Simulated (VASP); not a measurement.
# C (P6/mmm) in VASP: a series of runs, part 2 of 2

VASP 6.6.1.

## Step 3: Single point, PBE, collinear spin

Input file INCAR:

```
PREC     = Accurate       # precision mode
ENCUT    = 520            # plane-wave cutoff, eV
EDIFF    = 1E-6           # SCF threshold, eV
ISMEAR   = 0              # smearing method
SIGMA    = 0.1            # smearing width, eV
LREAL    = F              # projectors in reciprocal space
LASPH    = T              # aspherical terms in the spheres
NELM     = 150            # most SCF steps
ALGO     = Normal         # electronic algorithm
ISIF     = 2              # what is computed and relaxed
LWAVE    = F              # write WAVECAR
LCHARG   = F              # write CHGCAR
ISPIN    = 2              # spin polarisation
MAGMOM   = 1 1            # initial moments
LORBIT   = 11             # projections on sites
GGA      = PE             # functional
NBANDS   = 15             # bands
```

Input file KPOINTS:

```
Automatic mesh
0
Gamma
  12 12 4
```

Input file POSCAR:

```
C
1.0
    2.4667601286      0.0000000000      0.0000000000
   -1.2333800643      2.1362769364      0.0000000000
    0.0000000000      0.0000000000      4.0152579260
C
2
Direct
    0.6666666667      0.3333333333      0.5000000000
    0.3333333333      0.6666666667      0.5000000000
```

Potentials or basis: VASP PAW PBE potentials, release 64 (C).

Command:

```console
$ cat potpaw_PBE.64/C/POTCAR > POTCAR
$ mpirun -np 1 vasp_std > vasp.out
```

OUTCAR:

```text
PREC = Accurate
   ENCUT = 520
   EDIFF = 1E-6
   ISMEAR = 0
   LREAL = F
   LASPH = T
   NELM = 150
   ISIF = 2
   ISPIN = 2
   LORBIT = 11
   GGA = PE

 ion  position               nearest neighbor table
   1  0.667  0.333  0.500-   2 1.42   2 1.42   2 1.42
   2  0.333  0.667  0.500-   1 1.42   1 1.42   1 1.42

  LATTYP: Found a hexagonal cell.
 ALAT       =     2.4667601286
 C/A-ratio  =     1.6277455921

  Lattice vectors:

 A1 = (   2.4667601286,   0.0000000000,   0.0000000000)
 A2 = (  -1.2333800643,   2.1362769364,   0.0000000000)
 A3 = (   0.0000000000,   0.0000000000,   4.0152579260)

Analysis of symmetry for initial positions (statically):
=====================================================================
 Subroutine PRICEL returns:
 Original cell was already a primitive cell.

 Routine SETGRP: Setting up the symmetry group for a
 hexagonal supercell.

 Subroutine GETGRP returns: Found 24 space group operations
 (whereof 24 operations were pure point group operations)
 out of a pool of 24 trial point group operations.

The static configuration has the point symmetry D_6h.

Analysis of symmetry for dynamics (positions and initial velocities):
=====================================================================
 Subroutine PRICEL returns:
 Original cell was already a primitive cell.

 Routine SETGRP: Setting up the symmetry group for a
 hexagonal supercell.

 Subroutine GETGRP returns: Found 24 space group operations
 (whereof 24 operations were pure point group operations)
 out of a pool of 24 trial point group operations.

The dynamic configuration has the point symmetry D_6h.

Analysis of structural, dynamic, and magnetic symmetry:
=====================================================================
 Subroutine PRICEL returns:
 Original cell was already a primitive cell.

 Routine SETGRP: Setting up the symmetry group for a
 hexagonal supercell.

 Subroutine GETGRP returns: Found 24 space group operations
 (whereof 24 operations were pure point group operations)
 out of a pool of 24 trial point group operations.

The overall configuration has the point symmetry D_6h.

 Subroutine INISYM returns: Found 24 space group operations
 (whereof 24 operations are pure point group operations),
 and found     1 'primitive' translations

----------------------------------------------------------------------------------------

                                     Primitive cell

  volume of cell :      21.1591

  direct lattice vectors                    reciprocal lattice vectors
     2.466760129  0.000000000  0.000000000     0.405390045  0.234052052  0.000000000
    -1.233380064  2.136276936  0.000000000     0.000000000  0.468104103  0.000000000
     0.000000000  0.000000000  4.015257926     0.000000000  0.000000000  0.249050003

  length of vectors
     2.466760129  2.466760129  4.015257926     0.468104103  0.468104103  0.249050003

  position of ions in fractional coordinates (direct lattice)
     0.666666667  0.333333333  0.500000000
     0.333333333  0.666666667  0.500000000

  ion indices of the primitive-cell ions
   primitive index   ion index
                 1           1
                 2           2

[... 86 lines left out ...]
   ISMEAR =     0;   SIGMA  =   0.10  broadening in eV -4-tet -1-fermi 0-gaus
   EFERMI_NEDOS =   21; number of points for ismear=-14 and -15
   IALGO  =     38    algorithm
   IMIX   =      4    mixing-type and parameters
     AMIX     =   0.40;   BMIX     =  1.00
     AMIX_MAG =   1.60;   BMIX_MAG =  1.00
  volume/ion in A,a.u.               =      10.58        71.39
  Fermi-wavevector in a.u.,A,eV,Ry     =   1.183783  2.237026 19.066426  1.401343
  Thomas-Fermi vector in A             =   2.320011
   LORBIT       =     11    0 simple, 1 ext, 2 COOP (PROOUT), +10 PAW based schemes
   GGA     = PE    functional components
   LHFCALC =     F    Hartree Fock is set to
   AEXX    =    0.0000 exact exchange contribution
   IVDW    =     0    specifies the selected vdW correction
   LEPSILON=     F    determine dielectric tensor
   LRPA    =     F    only Hartree local field effects (RPA)
 spin polarized calculation
 Gauss-broadening in eV      SIGMA  =   0.10
  energy-cutoff  :      520.00
  volume of cell :       21.16
 maximum number of plane-waves:       584
   NGX =  9   NGY =  9   NGZ = 15

 number of electron       7.9999997 magnetization       0.0000611

 number of electron       7.9999997 magnetization      -0.0000763

 Free energy of the ion-electron system (eV)
  ---------------------------------------------------
  ext. energy  EPLUGINS =         0.00000000
  ---------------------------------------------------
  free energy    TOTEN  =       -18.44576083 eV

  energy without entropy =      -18.44496631  energy(sigma->0) =      -18.44536357

 E-fermi :   3.2242     XC(G=0):  -9.0995

 val. band max:        3.2241450169   @ k =   0.3333   0.3333   0.2500
 cond. band min:       3.4380307664   @ k =   0.3333   0.3333   0.0000
 fundamental gap:      0.2138857495
 Fermi energy:         3.2241909782

 spin component 1

 k-point     1 :       0.0000    0.0000    0.0000
  band No.  band energies     occupation
      1     -16.3163      1.00000
      2      -4.0136      1.00000
      3       0.1831      1.00000
      4       0.1831      1.00000
      5       6.5061      0.00000
      6      11.5215      0.00000
      7      11.5215      0.00000
      8      14.6849      0.00000
      9      15.6573      0.00000
     10      22.1280      0.00000
     11      25.5713      0.00000
     12      30.7294      0.00000
     13      32.1693      0.00000
     14      32.1693      0.00000
[... 403 lines left out ...]
      4      -1.3983      1.00000
      5       8.1227      0.00000
      6      10.8479      0.00000
      7      11.3923      0.00000
      8      18.7764      0.00000
      9      19.4357      0.00000
     10      20.1951      0.00000
     11      22.6102      0.00000
     12      25.6155      0.00000
     13      26.7431      0.00000
     14      29.8180      0.00000
     15      33.2186      0.00000

 [... further k-points ...]

 spin component 2

 k-point     1 :       0.0000    0.0000    0.0000
  band No.  band energies     occupation
      1     -16.3164      1.00000
      2      -4.0137      1.00000
      3       0.1830      1.00000
      4       0.1830      1.00000
      5       6.5062      0.00000
      6      11.5215      0.00000
      7      11.5215      0.00000
      8      14.6848      0.00000
      9      15.6572      0.00000
     10      22.1280      0.00000
     11      25.5712      0.00000
     12      30.7295      0.00000
     13      32.1692      0.00000
     14      32.1692      0.00000
[... 403 lines left out ...]
      4      -1.3983      1.00000
      5       8.1226      0.00000
      6      10.8479      0.00000
      7      11.3924      0.00000
      8      18.7764      0.00000
      9      19.4357      0.00000
     10      20.1951      0.00000
     11      22.6103      0.00000
     12      25.6154      0.00000
     13      26.7431      0.00000
     14      29.8181      0.00000
     15      33.2186      0.00000

 [... further k-points ...]

------------------------ aborting loop because EDIFF is reached ----------------------------------------

  FORCE on cell =-STRESS in cart. coord.  units (eV):
  Direction    XX          YY          ZZ          XY          YZ          ZX
  --------------------------------------------------------------------------------------
  -------------------------------------------------------------------------------------
  Total        0.0618517      0.0618517      0.0475741      0.0000000     -0.0000000      0.0000000
  in kB        4.6834324      4.6834324      3.6023264      0.0000000     -0.0000000      0.0000000
  external PRESSURE =       4.3230638 kB  Pullay stress =       0.0000000 kB

 VOLUME and BASIS-vectors are now :
 -----------------------------------------------------------------------------
  energy-cutoff  :      520.00
  volume of cell :       21.16
      direct lattice vectors                 reciprocal lattice vectors
     2.466760129  0.000000000  0.000000000     0.405390045  0.234052052  0.000000000
    -1.233380064  2.136276936  0.000000000     0.000000000  0.468104103  0.000000000
     0.000000000  0.000000000  4.015257926     0.000000000  0.000000000  0.249050003

 POSITION                                       TOTAL-FORCE (eV/Angst)
 -----------------------------------------------------------------------------------
      1.23338      0.71209      2.00763        -0.000000      0.000000      0.000000
     -0.00000      1.42418      2.00763         0.000000      0.000000      0.000000
 -----------------------------------------------------------------------------------
    total drift:                                0.000000     -0.000000     -0.000000

  FREE ENERGIE OF THE ION-ELECTRON SYSTEM (eV)
  ---------------------------------------------------
  free  energy   TOTEN  =       -18.4457608326 eV

  energy  without entropy=      -18.4449663069  energy(sigma->0) =      -18.44536357

 total charge

# of ion       s       p       d       tot
------------------------------------------
    1        0.863   1.786   0.000   2.648
    2        0.863   1.786   0.000   2.648
--------------------------------------------------
tot          1.725   3.571   0.000   5.296

 magnetization (x)

# of ion       s       p       d       tot
------------------------------------------
    1       -0.000  -0.000   0.000  -0.000
    2       -0.000  -0.000   0.000  -0.000
--------------------------------------------------
tot         -0.000  -0.000   0.000  -0.000
```

It took 59 s on 1 thread of Intel Xeon 8259CL, shared host; peak memory 0.14 GiB.

Results:

```
Free energy                                           : -18.4458 eV
Pressure                                              : 0.4 GPa
Band gap on the k mesh                                : zero (filled and empty bands overlap)
Net moment                                            : 0.00 μB per cell
Valence electrons inside the program's atomic spheres : C 2.65
```

Caveat: the k points lie up to 0.39 Å⁻¹ apart; this functional lacks dispersion, which binds the layers, so the pressure and a relaxed spacing across them are unreliable.

## Step 4: Single point, PBE

This run uses another cell than the first one, of 11.65 Å³/atom.

Input file INCAR:

```
  PREC = Accurate
  ENCUT = 520
  EDIFF = 1E-7
  ISMEAR = 0
  SIGMA = 0.1
  LREAL = F
  LASPH = T
  NELM = 100
  ALGO = Normal
  ISIF = 2
  LWAVE = F
  LCHARG = F
  GGA = PE
  NBANDS = 11
```

Input file KPOINTS:

```
regular mesh
0
Gamma
  24 24 12
```

Input file POSCAR:

```
C
1.0
    2.4664849237      0.0000000000      0.0000000000
   -1.2332424619      2.1360386020      0.0000000000
    0.0000000000      0.0000000000      4.4227244991
C
2
Direct
    0.6666666667      0.3333333333      0.5000000000
    0.3333333333      0.6666666667      0.5000000000
```

Command:

```console
$ cat potpaw_PBE.64/C/POTCAR > POTCAR
$ mpirun -np 1 vasp_std > vasp.out
```

Run time: 1.9 min. Hardware: 1 thread of Intel Xeon 8259CL, shared host; peak memory 0.2 GiB.

The run converged. Its results:

| Item | Value |
| --- | --- |
| Free energy | -18.4528 eV |
| Pressure | 0.3 GPa |
| Band gap on the k mesh | zero (bands 4 and 5 overlap by 0.20 eV) |

Stress tensor (GPa, compression positive):
```
 0.53  0.00  0.00
 0.00  0.53  0.00
 0.00  0.00 -0.02
```

Levels at points of the mesh, in eV from the Fermi level:
| k point | band 2 | band 3 | band 4 | band 5 | band 6 | band 7 |
| --- | --- | --- | --- | --- | --- | --- |
| (0.00, 0.00, 0.00) | -7.42 | -3.05 | -3.05 | 2.99 | 8.30 | 8.30 |
| (0.50, 0.00, 0.00) | -13.24 | -6.42 | -2.25 | 1.86 | 7.34 | 10.51 |
| (0.00, 0.00, 0.50) | -7.80 | -3.04 | -3.04 | 5.98 | 8.31 | 8.31 |
| (0.50, 0.00, 0.50) | -13.23 | -6.42 | -2.47 | 1.50 | 7.38 | 12.31 |

Caveat: this functional lacks dispersion, which binds the layers, so the pressure and a relaxed spacing across them are unreliable.

## Step 5: Single point, PBE

This run uses another cell than the first one, of 11.91 Å³/atom.

Input file INCAR:

```
SYSTEM = C
PREC = Accurate
ENCUT = 520
EDIFF = 1E-6
ISMEAR = -1
SIGMA = 0.15
LREAL = .False.
LASPH = .True.
NELM = 80
ALGO = Normal
ISIF = 2
LWAVE = .False.
LCHARG = .False.
GGA = PE
NBANDS = 11
```

Input file KPOINTS:

```
regular mesh
0
Gamma
  24 24 12
  0 0 0
```

Input file POSCAR:

```
C
1.0
    2.4665066355      0.0000000000      0.0000000000
   -1.2332533178      2.1360574049      0.0000000000
    0.0000000000      0.0000000000      4.5221049811
C
2
Direct
    0.6666666667      0.3333333333      0.5000000000
    0.3333333333      0.6666666667      0.5000000000
```

Command:

```console
$ cat potpaw_PBE.64/C/POTCAR > POTCAR
$ mpirun -np 1 vasp_std > vasp.out
```

Wall time 1.8 min (1 thread of Intel Xeon 8259CL, shared host); peak memory 0.2 GiB.

Results (log left out):

```yaml
Free_energy: -18.4540 eV
Pressure: 0.3 GPa
Band_gap_on_the_k_mesh: zero (bands 4 and 5 overlap by 0.16 eV)
```

Stress tensor (GPa, compression positive):
```
 0.53  0.00  0.00
 0.00  0.53  0.00
 0.00  0.00 -0.04
```

Levels at points of the mesh, in eV from the Fermi level:
| k point | band 1 | band 2 | band 3 | band 4 | band 5 | band 6 | band 7 | band 8 | band 9 |
| --- | --- | --- | --- | --- | --- | --- | --- | --- | --- |
| (0.00, 0.00, 0.00) | -19.52 | -7.45 | -3.04 | -3.04 | 2.94 | 8.30 | 8.30 | 11.43 | 12.47 |
| (0.50, 0.00, 0.00) | -14.28 | -13.24 | -6.42 | -2.26 | 1.84 | 7.35 | 10.49 | 10.75 | 16.07 |
| (0.00, 0.00, 0.50) | -19.50 | -7.77 | -3.04 | -3.04 | 5.76 | 8.31 | 8.31 | 9.17 | 11.41 |
| (0.50, 0.00, 0.50) | -14.27 | -13.23 | -6.42 | -2.45 | 1.53 | 7.38 | 12.24 | 13.26 | 15.45 |

Caveat: this functional lacks dispersion, which binds the layers, so the pressure and a relaxed spacing across them are unreliable.

## Step 6: Overview

```tsv
spin	cell	k mesh	smearing	gap on the mesh (eV)	pressure (GPa)
off	a = 2.467, b = 2.467, c = 4.015 Å, angles 90.0, 90.0, 120.0°, 2 atoms	12 × 12 × 8	gaussian 0.1 eV	none	0.4
collinear	a = 2.467, b = 2.467, c = 4.015 Å, angles 90.0, 90.0, 120.0°, 2 atoms	12 × 12 × 4	gaussian 0.1 eV	none	0.4
off	a = 2.466, b = 2.466, c = 4.423 Å, angles 90.0, 90.0, 120.0°, 2 atoms	24 × 24 × 12	gaussian 0.1 eV	none	0.3
off	a = 2.467, b = 2.467, c = 4.522 Å, angles 90.0, 90.0, 120.0°, 2 atoms	24 × 24 × 12	fermi-dirac 0.15 eV	none	0.3
```

Alike in all rows: task single point; level PBE; potentials or basis VASP PAW PBE potentials, release 64 (C); cutoff (eV) 520.

Caveats: some runs use coarse meshes; this functional lacks dispersion, which binds the layers, so the pressure and a relaxed spacing across them are unreliable.

Absolute energies hang on the potentials; compare differences alone.
